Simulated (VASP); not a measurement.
# NaCaI3 (Pm-3m) in VASP: further runs, part 2 of 2

VASP 6.6.1. The steps go on from the part before.

## (3) Single point, r2SCAN

This run uses another cell than the first one, of 45.98 Å³/atom.

Input file POSCAR:

```
NaCaI3
1.0
    6.1258977403      0.0000000000      0.0000000000
    0.0000000000      6.1258977403      0.0000000000
    0.0000000000      0.0000000000      6.1258977403
Na Ca I
1 1 3
Direct
    0.0000000000      0.0000000000      0.0000000000
    0.5000000000      0.5000000000      0.5000000000
    0.5000000000      0.5000000000      0.0000000000
    0.5000000000      0.0000000000      0.5000000000
    0.0000000000      0.5000000000      0.5000000000
```

Input file INCAR.step1:

```
SYSTEM = NaCaI3
ALGO = Normal
EDIFF = 1E-4
ENCUT = 520
GGA = PE
ISMEAR = 0
LASPH = .TRUE.
LCHARG = .FALSE.
LREAL = .FALSE.
LWAVE = .TRUE.
NBANDS = 27
NELM = 100
PREC = Accurate
SIGMA = 0.01
```

Input file INCAR.step2:

```
SYSTEM = NaCaI3
ALGO = Normal
EDIFF = 1E-7
ENCUT = 520
ISIF = 2
ISMEAR = 0
ISTART = 1
LASPH = .TRUE.
LCHARG = .FALSE.
LMIXTAU = .TRUE.
LREAL = .FALSE.
LWAVE = .FALSE.
METAGGA = R2SCAN
NBANDS = 27
NELM = 100
PREC = Accurate
SIGMA = 0.01
```

Input file KPOINTS:

```
k-points
0
G
  4 4 4
  0 0 0
```

Potentials or basis: VASP PAW PBE potentials, release 64 (Na_pv, Ca_sv, I).

On the command line:

```bash
$ cat potpaw_PBE.64/Na_pv/POTCAR potpaw_PBE.64/Ca_sv/POTCAR potpaw_PBE.64/I/POTCAR > POTCAR
$ cp INCAR.step1 INCAR
$ mpirun -np 1 vasp_std > vasp.out
$ cp INCAR.step2 INCAR
$ mpirun -np 1 vasp_std > vasp.out
```

OUTCAR:

```text
SYSTEM = NaCaI3
   EDIFF = 1E-7
   ENCUT = 520
   ISIF = 2
   ISMEAR = 0
   ISTART = 1
   LASPH = .TRUE.
   LREAL = .FALSE.
   METAGGA = R2SCAN
   NELM = 100
   PREC = Accurate

 ion  position               nearest neighbor table
   1  0.000  0.000  0.000-
   2  0.500  0.500  0.500-   3 3.06   4 3.06   5 3.06   3 3.06   4 3.06   5 3.06
   3  0.500  0.500  0.000-   2 3.06   2 3.06
   4  0.500  0.000  0.500-   2 3.06   2 3.06
   5  0.000  0.500  0.500-   2 3.06   2 3.06

  LATTYP: Found a simple cubic cell.
 ALAT       =     6.1258977403

  Lattice vectors:

 A1 = (   6.1258977403,   0.0000000000,   0.0000000000)
 A2 = (   0.0000000000,   6.1258977403,   0.0000000000)
 A3 = (   0.0000000000,   0.0000000000,   6.1258977403)

Analysis of symmetry for initial positions (statically):
=====================================================================
 Subroutine PRICEL returns:
 Original cell was already a primitive cell.

 Routine SETGRP: Setting up the symmetry group for a
 simple cubic supercell.

 Subroutine GETGRP returns: Found 48 space group operations
 (whereof 48 operations were pure point group operations)
 out of a pool of 48 trial point group operations.

The static configuration has the point symmetry O_h .

Analysis of symmetry for dynamics (positions and initial velocities):
=====================================================================
 Subroutine PRICEL returns:
 Original cell was already a primitive cell.

 Routine SETGRP: Setting up the symmetry group for a
 simple cubic supercell.

 Subroutine GETGRP returns: Found 48 space group operations
 (whereof 48 operations were pure point group operations)
 out of a pool of 48 trial point group operations.

The dynamic configuration has the point symmetry O_h .

 Subroutine INISYM returns: Found 48 space group operations
 (whereof 48 operations are pure point group operations),
 and found     1 'primitive' translations

----------------------------------------------------------------------------------------

                                     Primitive cell

  volume of cell :     229.8843

  direct lattice vectors                    reciprocal lattice vectors
     6.125897740  0.000000000  0.000000000     0.163241380  0.000000000  0.000000000
     0.000000000  6.125897740  0.000000000     0.000000000  0.163241380  0.000000000
     0.000000000  0.000000000  6.125897740     0.000000000  0.000000000  0.163241380

  length of vectors
     6.125897740  6.125897740  6.125897740     0.163241380  0.163241380  0.163241380

  position of ions in fractional coordinates (direct lattice)
     0.000000000  0.000000000  0.000000000
     0.500000000  0.500000000  0.500000000
     0.500000000  0.500000000  0.000000000
     0.500000000  0.000000000  0.500000000
     0.000000000  0.500000000  0.500000000

  ion indices of the primitive-cell ions
   primitive index   ion index
                 1           1
                 2           2
                 3           3
                 4           4
                 5           5

----------------------------------------------------------------------------------------
[... 26 lines left out ...]
            Coordinates               Weight
  0.000000  0.000000  0.000000      1.000000
  0.250000  0.000000  0.000000      6.000000
  0.500000  0.000000  0.000000      3.000000
  0.250000  0.250000  0.000000     12.000000
  0.500000  0.250000  0.000000     12.000000
  0.500000  0.500000  0.000000      3.000000
  0.250000  0.250000  0.250000      8.000000
  0.500000  0.250000  0.250000     12.000000
  0.500000  0.500000  0.250000      6.000000
  0.500000  0.500000  0.500000      1.000000
   k-points           NKPTS =     10   k-points in BZ     NKDIM =     10   number of bands    NBANDS=     27
   number of dos      NEDOS =    301   number of ions     NIONS =      5
   total plane-waves  NPLWV = 110592
   dimension x,y,z NGX =    48 NGY =   48 NGZ =   48
   dimension x,y,z NGXF=    96 NGYF=   96 NGZF=   96
   ions per type =               1   1   3
   NGX,Y,Z   is equivalent  to a cutoff of  13.03, 13.03, 13.03 a.u.
   NGXF,Y,Z  is equivalent  to a cutoff of  26.05, 26.05, 26.05 a.u.
 SYSTEM =  NaCaI3
   PREC   = accura    normal or accurate (medium, high low for compatibility)
   ISTART =      1    job   : 0-new  1-cont  2-samecut
   ICHARG =      0    charge: 1-file 2-atom 10-const
   ISPIN  =      1    spin polarized calculation?
   LNONCOLLINEAR =      F non collinear calculations
   LSORBIT =      F    spin-orbit coupling
   LASPH  =      T    aspherical Exc in radial PAW
   ENCUT  =  520.0 eV  38.22 Ry    6.18 a.u.  11.39 11.39 11.39*2*pi/ulx,y,z
   NELM   =    100;   NELMIN=  2; NELMDL=  0     # of ELM steps
   EDIFF  = 0.1E-06   stopping-criterion for ELM
   LREAL  =      F    real-space projection
   EDIFFG = 0.1E-05   stopping-criterion for IOM
   NSW    =      0    number of steps for IOM
   IBRION =     -1    ionic relax: 0-MD 1-quasi-New 2-CG
   NFREE  =      0    steps in history (QN), initial steepest desc. (CG)
   ISIF   =      2    stress and relaxation
   ISYM   =      2    0-nonsym 1-usesym 2-fastsym
   POTIM  = 0.5000    time-step for ionic-motion
   TEBEG  =    0.0;   TEEND  =   0.0 temperature during run
   PSTRESS=    0.0 pullay stress
   NELECT =      38.0000    total number of electrons
   NUPDOWN=      -1.0000    fix difference up-down
   EMIN   =  10.00;   EMAX   =-10.00  energy-range for DOS
   EFERMI =   0.00;   METHOD = LEGACY
   ISMEAR =     0;   SIGMA  =   0.01  broadening in eV -4-tet -1-fermi 0-gaus
   EFERMI_NEDOS =   21; number of points for ismear=-14 and -15
   IALGO  =     38    algorithm
   IMIX   =      4    mixing-type and parameters
     AMIX     =   0.40;   BMIX     =  1.00
     AMIX_MAG =   1.60;   BMIX_MAG =  1.00
  volume/ion in A,a.u.               =      45.98       310.27
  Fermi-wavevector in a.u.,A,eV,Ry     =   0.898462  1.697847 10.983080  0.807234
  Thomas-Fermi vector in A             =   2.021174
   LORBIT       =      0    0 simple, 1 ext, 2 COOP (PROOUT), +10 PAW based schemes
   METAGGA = R2SCAN    functional components
   LHFCALC =     F    Hartree Fock is set to
   AEXX    =    0.0000 exact exchange contribution
   IVDW    =     0    specifies the selected vdW correction
   LEPSILON=     F    determine dielectric tensor
   LRPA    =     F    only Hartree local field effects (RPA)
 non-spin polarized calculation
 Gauss-broadening in eV      SIGMA  =   0.01
  energy-cutoff  :      520.00
  volume of cell :      229.88
 maximum number of plane-waves:      6217
 NGX is ok and might be reduce to    48
   NGX = 23   NGY = 23   NGZ = 23

 number of electron      38.0000003 magnetization

 Free energy of the ion-electron system (eV)
  ---------------------------------------------------
  ext. energy  EPLUGINS =         0.00000000
  ---------------------------------------------------
  free energy    TOTEN  =       -91.72857619 eV

  energy without entropy =      -91.72857619  energy(sigma->0) =      -91.72857619

 E-fermi :   0.2651     XC(G=0):  -7.2324

 val. band max:        0.1902523789   @ k =   0.5000   0.5000   0.5000
 cond. band min:       3.2643349563   @ k =   0.0000   0.0000   0.0000
 fundamental gap:      3.0740825775
 Fermi energy:         0.2651042224

 k-point     1 :       0.0000    0.0000    0.0000
  band No.  band energies     occupation
      1     -41.2929      2.00000
      2     -25.2583      2.00000
      3     -25.2583      2.00000
      4     -25.2583      2.00000
      5     -21.4386      2.00000
      6     -21.4386      2.00000
[... 289 lines left out ...]
     26       6.4615      0.00000
     27       7.8543      0.00000

------------------------ aborting loop because EDIFF is reached ----------------------------------------

  FORCE on cell =-STRESS in cart. coord.  units (eV):
  Direction    XX          YY          ZZ          XY          YZ          ZX
  --------------------------------------------------------------------------------------
  -------------------------------------------------------------------------------------
  Total        0.0644576      0.0644576      0.0644576      0.0000000      0.0000000      0.0000000
  in kB        0.4492371      0.4492371      0.4492371      0.0000000      0.0000000      0.0000000
  external PRESSURE =       0.4492371 kB  Pullay stress =       0.0000000 kB

 VOLUME and BASIS-vectors are now :
 -----------------------------------------------------------------------------
  energy-cutoff  :      520.00
  volume of cell :      229.88
      direct lattice vectors                 reciprocal lattice vectors
     6.125897740  0.000000000  0.000000000     0.163241380  0.000000000  0.000000000
     0.000000000  6.125897740  0.000000000     0.000000000  0.163241380  0.000000000
     0.000000000  0.000000000  6.125897740     0.000000000  0.000000000  0.163241380

 POSITION                                       TOTAL-FORCE (eV/Angst)
 -----------------------------------------------------------------------------------
      0.00000      0.00000      0.00000         0.000000      0.000000      0.000000
      3.06295      3.06295      3.06295         0.000000      0.000000      0.000000
      3.06295      3.06295      0.00000         0.000000      0.000000      0.000000
      3.06295      0.00000      3.06295         0.000000      0.000000      0.000000
      0.00000      3.06295      3.06295         0.000000      0.000000      0.000000
 -----------------------------------------------------------------------------------
    total drift:                                0.000000     -0.000000     -0.000000

  FREE ENERGIE OF THE ION-ELECTRON SYSTEM (eV)
  ---------------------------------------------------
  free  energy   TOTEN  =       -91.7285761864 eV

  energy  without entropy=      -91.7285761864  energy(sigma->0) =      -91.72857619
```

Wall time 2 min (1 thread of Intel Xeon 6975P-C (Granite Rapids), shared host); peak memory 0.39 GiB.

Results:

| Property | Result |
| --- | --- |
| Free energy | -91.7286 eV |
| Pressure | 0.0 GPa |
| Band gap on the k mesh | 3.07 eV (least direct gap 3.44 eV) |

Levels at points of the mesh, in eV from the valence-band top:
```
           k point  band 15  band 16  band 17  band 18  band 19  band 20  band 21  band 22  band 23  band 24
(0.00, 0.00, 0.00)    -0.66    -0.66    -0.36    -0.36    -0.36     3.07     4.27     4.27     4.27     5.18
(0.50, 0.00, 0.00)    -1.07    -1.07    -0.81    -0.46    -0.46     4.35     4.42     5.05     5.33     5.34
(0.50, 0.50, 0.00)    -1.07    -1.07    -1.05    -1.05    -0.01     4.46     5.40     5.40     5.42     5.88
(0.50, 0.50, 0.50)    -1.42    -1.42     0.00     0.00     0.00     3.45     5.87     5.87     5.87     6.27
```

Caveat: the PAW data sets were made with another functional, which shifts forces and pressure a little; spin-orbit coupling is left out, which moves the levels of the heavy elements. A k mesh can miss the band edges.
